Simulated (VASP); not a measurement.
Here is a VASP 6.6.1 calculation.

Contents of POSCAR:

```
InP3
1.0
    3.4421790460      1.9873429988      3.5040220260
   -3.4421790460      1.9873429988      3.5040220260
    0.0000000000     -3.9746859977      3.5040220260
In P
2 6
Direct
    0.2702520051      0.2702520051      0.2702520051
    0.7297479949      0.7297479949      0.7297479949
    0.7982893833      0.2446976833      0.7982893833
    0.7982893833      0.7982893833      0.2446976833
    0.2446976833      0.7982893833      0.7982893833
    0.2017106167      0.7553023167      0.2017106167
    0.7553023167      0.2017106167      0.2017106167
    0.2017106167      0.2017106167      0.7553023167
```

INCAR.step1

```
SYSTEM = InP3
ALGO = Normal ; EDIFF = 1E-5
ENCUT = 550 ; GGA = PE
GGA_COMPAT = .FALSE. ; ISMEAR = 0
LASPH = .TRUE. ; LCHARG = .FALSE.
LREAL = .FALSE. ; LWAVE = .TRUE.
NBANDS = 38 ; NELM = 120
PREC = Accurate ; SIGMA = 0.15
```

INCAR.step2

```
SYSTEM = InP3
ALGO = Normal ; EDIFF = 1E-6
ENCUT = 550 ; GGA_COMPAT = .FALSE.
ISIF = 2 ; ISMEAR = 0
ISTART = 1 ; LASPH = .TRUE.
LCHARG = .FALSE. ; LMIXTAU = .TRUE.
LREAL = .FALSE. ; LWAVE = .FALSE.
METAGGA = R2SCAN ; NBANDS = 38
NELM = 120 ; PREC = Accurate
SIGMA = 0.15
```

Contents of KPOINTS:

```
k-points
0
G
  6 6 6
  0 0 0
```

Potentials or basis: VASP PAW PBE potentials, release 64 (In_d, P).

Command:

```bash
$ cat potpaw_PBE.64/In_d/POTCAR potpaw_PBE.64/P/POTCAR > POTCAR
$ cp INCAR.step1 INCAR
$ mpirun -np 1 vasp_std > vasp.out
$ cp INCAR.step2 INCAR
$ mpirun -np 1 vasp_std > vasp.out
```

Predict the band gap on the k mesh.

zero (bands 28 and 29 overlap by 0.62 eV).

Estimate the pressure.

17.1 GPa.

Stress tensor (GPa, compression positive):
```
23.33  0.00  0.00
 0.00 23.33  0.00
 0.00  0.00  4.53
```

Caveat: the cell differs from its parent crystal (strain -0.080 along x and y, +0.040 along z); the stress differs along the axes, from 5 to 23 GPa; semilocal functionals underestimate gaps, and a narrow one can read as zero; the PAW data sets were made with another functional, which shifts forces and pressure a little; spin-orbit coupling is left out, which moves the levels of the heavy elements.
